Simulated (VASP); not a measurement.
# MnSn3 (Fm-3m) in VASP: settings compared, part 2 of 3

VASP 6.6.1.

## 3. Single point, r2SCAN

This run uses another cell than the first one, of 23.25 Å³/atom.

Input file POSCAR:

```
MnSn3
1.0
    0.0000000000      3.5962028443      3.5962028443
    3.5962028443      0.0000000000      3.5962028443
    3.5962028443      3.5962028443      0.0000000000
Sn Mn
3 1
Direct
    0.2500000000      0.2500000000      0.2500000000
    0.7500000000      0.7500000000      0.7500000000
    0.5000000000      0.5000000000      0.5000000000
    0.0000000000      0.0000000000      0.0000000000
```

Input file INCAR.step1:

```
SYSTEM = MnSn3
PREC = Accurate
ENCUT = 520
ISMEAR = 0
SIGMA = 0.1
LREAL = .FALSE.
LASPH = .TRUE.
NELM = 100
NBANDS = 36
GGA = PE
ALGO = Normal
EDIFF = 1E-4
LWAVE = .TRUE.
LCHARG = .FALSE.
```

Input file INCAR.step2:

```
SYSTEM = MnSn3
PREC = Accurate
ENCUT = 520
EDIFF = 1E-6
ISMEAR = 0
SIGMA = 0.1
LREAL = .FALSE.
LASPH = .TRUE.
NELM = 100
ALGO = Normal
ISIF = 2
LWAVE = .FALSE.
LCHARG = .FALSE.
METAGGA = R2SCAN
LMIXTAU = .TRUE.
NBANDS = 36
ISTART = 1
```

Input file KPOINTS:

```
Automatic mesh
0
G
  10 10 10
  0 0 0
```

Potentials or basis: VASP PAW PBE potentials, release 64 (Sn_d, Mn_pv).

On the command line:

```bash
> cat potpaw_PBE.64/Sn_d/POTCAR potpaw_PBE.64/Mn_pv/POTCAR > POTCAR
> cp INCAR.step1 INCAR
> mpirun -np 1 vasp_std > vasp.out
> cp INCAR.step2 INCAR
> mpirun -np 1 vasp_std > vasp.out
```

OUTCAR:

```text
SYSTEM = MnSn3
   PREC = Accurate
   ENCUT = 520
   EDIFF = 1E-6
   ISMEAR = 0
   LREAL = .FALSE.
   LASPH = .TRUE.
   NELM = 100
   ISIF = 2
   METAGGA = R2SCAN
   ISTART = 1

 ion  position               nearest neighbor table
   1  0.250  0.250  0.250-   4 3.11   4 3.11   4 3.11   3 3.11   4 3.11   3 3.11   3 3.11   3 3.11
                             2 3.60   2 3.60   2 3.60   2 3.60   2 3.60   2 3.60
   2  0.750  0.750  0.750-   3 3.11   3 3.11   3 3.11   3 3.11   4 3.11   4 3.11   4 3.11   4 3.11
                             1 3.60   1 3.60   1 3.60   1 3.60   1 3.60   1 3.60
   3  0.500  0.500  0.500-   1 3.11   1 3.11   1 3.11   1 3.11   2 3.11   2 3.11   2 3.11   2 3.11

   4  0.000  0.000  0.000-   2 3.11   2 3.11   2 3.11   1 3.11   2 3.11   1 3.11   1 3.11   1 3.11

  LATTYP: Found a face centered cubic cell.
 ALAT       =     7.1924056886

  Lattice vectors:

 A1 = (   0.0000000000,   3.5962028443,   3.5962028443)
 A2 = (   3.5962028443,   0.0000000000,   3.5962028443)
 A3 = (   3.5962028443,   3.5962028443,   0.0000000000)

Analysis of symmetry for initial positions (statically):
=====================================================================
 Subroutine PRICEL returns:
 Original cell was already a primitive cell.

 Routine SETGRP: Setting up the symmetry group for a
 face centered cubic supercell.

 Subroutine GETGRP returns: Found 48 space group operations
 (whereof 48 operations were pure point group operations)
 out of a pool of 48 trial point group operations.

The static configuration has the point symmetry O_h .

Analysis of symmetry for dynamics (positions and initial velocities):
=====================================================================
 Subroutine PRICEL returns:
 Original cell was already a primitive cell.

 Routine SETGRP: Setting up the symmetry group for a
 face centered cubic supercell.

 Subroutine GETGRP returns: Found 48 space group operations
 (whereof 48 operations were pure point group operations)
 out of a pool of 48 trial point group operations.

The dynamic configuration has the point symmetry O_h .

 Subroutine INISYM returns: Found 48 space group operations
 (whereof 48 operations are pure point group operations),
 and found     1 'primitive' translations

----------------------------------------------------------------------------------------

                                     Primitive cell

  volume of cell :      93.0170

  direct lattice vectors                    reciprocal lattice vectors
     0.000000000  3.596202844  3.596202844    -0.139035539  0.139035539  0.139035539
     3.596202844  0.000000000  3.596202844     0.139035539 -0.139035539  0.139035539
     3.596202844  3.596202844  0.000000000     0.139035539  0.139035539 -0.139035539

  length of vectors
     5.085798835  5.085798835  5.085798835     0.240816617  0.240816617  0.240816617

  position of ions in fractional coordinates (direct lattice)
     0.250000000  0.250000000  0.250000000
     0.750000000  0.750000000  0.750000000
     0.500000000  0.500000000  0.500000000
     0.000000000  0.000000000  0.000000000

  ion indices of the primitive-cell ions
   primitive index   ion index
                 1           1
                 2           2
                 3           3
                 4           4

----------------------------------------------------------------------------------------

 KPOINTS: Automatic mesh

Automatic generation of k-mesh.
 Grid dimensions read from file:
 generate k-points for:   10   10   10

 Generating k-lattice:

  Cartesian coordinates                     Fractional coordinates (reciprocal lattice)
    -0.013903554  0.013903554  0.013903554     0.100000000  0.000000000  0.000000000
     0.013903554 -0.013903554  0.013903554     0.000000000  0.100000000  0.000000000
     0.013903554  0.013903554 -0.013903554     0.000000000  0.000000000  0.100000000

  Length of vectors
     0.024081662  0.024081662  0.024081662

  Shift w.r.t. Gamma in fractional coordinates (k-lattice)
     0.000000000  0.000000000  0.000000000

 Subroutine IBZKPT returns following result:
 ===========================================

 Found     47 irreducible k-points:

 Following reciprocal coordinates:
            Coordinates               Weight
  0.000000  0.000000  0.000000      1.000000
  0.100000  0.000000  0.000000      8.000000
  0.200000  0.000000  0.000000      8.000000
  0.300000  0.000000  0.000000      8.000000
  0.400000  0.000000  0.000000      8.000000
  0.500000  0.000000  0.000000      4.000000
[... 16 lines left out ...]
  0.300000  0.300000  0.000000      6.000000
  0.400000  0.300000  0.000000     24.000000
 [... further k-points ...]
   k-points           NKPTS =     47   k-points in BZ     NKDIM =     47   number of bands    NBANDS=     36
   number of dos      NEDOS =    301   number of ions     NIONS =      4
   total plane-waves  NPLWV =  64000
   dimension x,y,z NGX =    40 NGY =   40 NGZ =   40
   dimension x,y,z NGXF=    80 NGYF=   80 NGZF=   80
   ions per type =               3   1
   NGX,Y,Z   is equivalent  to a cutoff of  13.08, 13.08, 13.08 a.u.
   NGXF,Y,Z  is equivalent  to a cutoff of  26.15, 26.15, 26.15 a.u.
 SYSTEM =  MnSn3
   PREC   = accura    normal or accurate (medium, high low for compatibility)
   ISTART =      1    job   : 0-new  1-cont  2-samecut
   ICHARG =      0    charge: 1-file 2-atom 10-const
   ISPIN  =      1    spin polarized calculation?
   LNONCOLLINEAR =      F non collinear calculations
   LSORBIT =      F    spin-orbit coupling
   LASPH  =      T    aspherical Exc in radial PAW
   ENCUT  =  520.0 eV  38.22 Ry    6.18 a.u.   9.46  9.46  9.46*2*pi/ulx,y,z
   NELM   =    100;   NELMIN=  2; NELMDL=  0     # of ELM steps
   EDIFF  = 0.1E-05   stopping-criterion for ELM
   LREAL  =      F    real-space projection
   EDIFFG = 0.1E-04   stopping-criterion for IOM
   NSW    =      0    number of steps for IOM
   IBRION =     -1    ionic relax: 0-MD 1-quasi-New 2-CG
   NFREE  =      0    steps in history (QN), initial steepest desc. (CG)
   ISIF   =      2    stress and relaxation
   ISYM   =      2    0-nonsym 1-usesym 2-fastsym
   POTIM  = 0.5000    time-step for ionic-motion
   TEBEG  =    0.0;   TEEND  =   0.0 temperature during run
   PSTRESS=    0.0 pullay stress
   NELECT =      55.0000    total number of electrons
   NUPDOWN=      -1.0000    fix difference up-down
   EMIN   =  10.00;   EMAX   =-10.00  energy-range for DOS
   EFERMI =   0.00;   METHOD = LEGACY
   ISMEAR =     0;   SIGMA  =   0.10  broadening in eV -4-tet -1-fermi 0-gaus
   EFERMI_NEDOS =   21; number of points for ismear=-14 and -15
   IALGO  =     38    algorithm
   IMIX   =      4    mixing-type and parameters
     AMIX     =   0.40;   BMIX     =  1.00
     AMIX_MAG =   1.60;   BMIX_MAG =  1.00
  volume/ion in A,a.u.               =      23.25       156.93
  Fermi-wavevector in a.u.,A,eV,Ry     =   1.374068  2.596612 25.688654  1.888063
  Thomas-Fermi vector in A             =   2.499528
   LORBIT       =      0    0 simple, 1 ext, 2 COOP (PROOUT), +10 PAW based schemes
   METAGGA = R2SCAN    functional components
   LHFCALC =     F    Hartree Fock is set to
   AEXX    =    0.0000 exact exchange contribution
   IVDW    =     0    specifies the selected vdW correction
   LEPSILON=     F    determine dielectric tensor
   LRPA    =     F    only Hartree local field effects (RPA)
 non-spin polarized calculation
 Gauss-broadening in eV      SIGMA  =   0.10
  energy-cutoff  :      520.00
  volume of cell :       93.02
 maximum number of plane-waves:      2533
 NGX is ok and might be reduce to    40
   NGX = 19   NGY = 19   NGZ = 19

 number of electron      55.0000019 magnetization

 Free energy of the ion-electron system (eV)
  ---------------------------------------------------
  ext. energy  EPLUGINS =         0.00000000
  ---------------------------------------------------
  free energy    TOTEN  =       -84.91845646 eV

  energy without entropy =      -84.87202502  energy(sigma->0) =      -84.89524074

 E-fermi :   8.0964     XC(G=0): -11.8246

 val. band max:        8.0717930308   @ k =   0.4000   0.3000   0.1000
 cond. band min:       8.1010221660   @ k =   0.2000   0.1000   0.0000
 fundamental gap:      0.0292291352
 Fermi energy:         8.0964327311

 k-point     1 :       0.0000    0.0000    0.0000
  band No.  band energies     occupation
      1     -41.0618      2.00000
      2     -41.0618      2.00000
      3     -41.0616      2.00000
      4     -14.1411      2.00000
      5     -14.1411      2.00000
      6     -14.1411      2.00000
[... 925 lines left out ...]
     35      14.0407      0.00000
     36      14.6568      0.00000

 [... further k-points ...]
[... 5 lines left out ...]
  --------------------------------------------------------------------------------------
  -------------------------------------------------------------------------------------
  Total       -3.4344955     -3.4344955     -3.4344955      0.0000000     -0.0000000      0.0000000
  in kB      -59.1576622    -59.1576622    -59.1576622      0.0000000     -0.0000000      0.0000000
  external PRESSURE =     -59.1576622 kB  Pullay stress =       0.0000000 kB

 VOLUME and BASIS-vectors are now :
 -----------------------------------------------------------------------------
  energy-cutoff  :      520.00
  volume of cell :       93.02
      direct lattice vectors                 reciprocal lattice vectors
     0.000000000  3.596202844  3.596202844    -0.139035539  0.139035539  0.139035539
     3.596202844  0.000000000  3.596202844     0.139035539 -0.139035539  0.139035539
     3.596202844  3.596202844  0.000000000     0.139035539  0.139035539 -0.139035539

 POSITION                                       TOTAL-FORCE (eV/Angst)
 -----------------------------------------------------------------------------------
      1.79810      1.79810      1.79810        -0.000000     -0.000000     -0.000000
      5.39430      5.39430      5.39430         0.000000      0.000000      0.000000
      3.59620      3.59620      3.59620        -0.000000     -0.000000      0.000000
      0.00000      0.00000      0.00000         0.000000     -0.000000      0.000000
 -----------------------------------------------------------------------------------
    total drift:                               -0.000000      0.000000      0.000000

  FREE ENERGIE OF THE ION-ELECTRON SYSTEM (eV)
  ---------------------------------------------------
  free  energy   TOTEN  =       -84.9184564597 eV

  energy  without entropy=      -84.8720250182  energy(sigma->0) =      -84.89524074
```

It took 14 min on 1 thread of AMD EPYC 7R13 (Zen 3), shared host; peak memory 0.31 GiB.

Results:

```
Free energy            : -84.9185 eV
Pressure               : -5.9 GPa
Band gap on the k mesh : zero (an odd number of electrons rules out a gap without spin polarisation)
```

Levels at points of the mesh, in eV from the Fermi level:
| k point | band 23 | band 24 | band 25 | band 26 | band 27 | band 28 | band 29 | band 30 | band 31 | band 32 |
| --- | --- | --- | --- | --- | --- | --- | --- | --- | --- | --- |
| (0.00, 0.00, 0.00) | -2.31 | -2.31 | -0.88 | -0.88 | -0.88 | -0.31 | -0.31 | 1.50 | 1.50 | 1.50 |
| (0.50, 0.00, 0.00) | -2.94 | -1.61 | -0.89 | -0.89 | -0.37 | -0.37 | 0.78 | 0.81 | 0.81 | 3.44 |
| (0.50, 0.50, 0.00) | -4.27 | -2.48 | -0.43 | -0.43 | -0.16 | 0.14 | 0.50 | 4.13 | 4.26 | 4.26 |

Caveat: the cell stands under tension; the PAW data sets were made with another functional, which shifts forces and pressure a little; spin-orbit coupling is left out, which moves the levels of the heavy elements; the run has no spin polarisation, though such a crystal can be magnetic.

[end of part 2 of 3]

The gap in the log of VASP goes by the Fermi energy; the results here count the filled bands.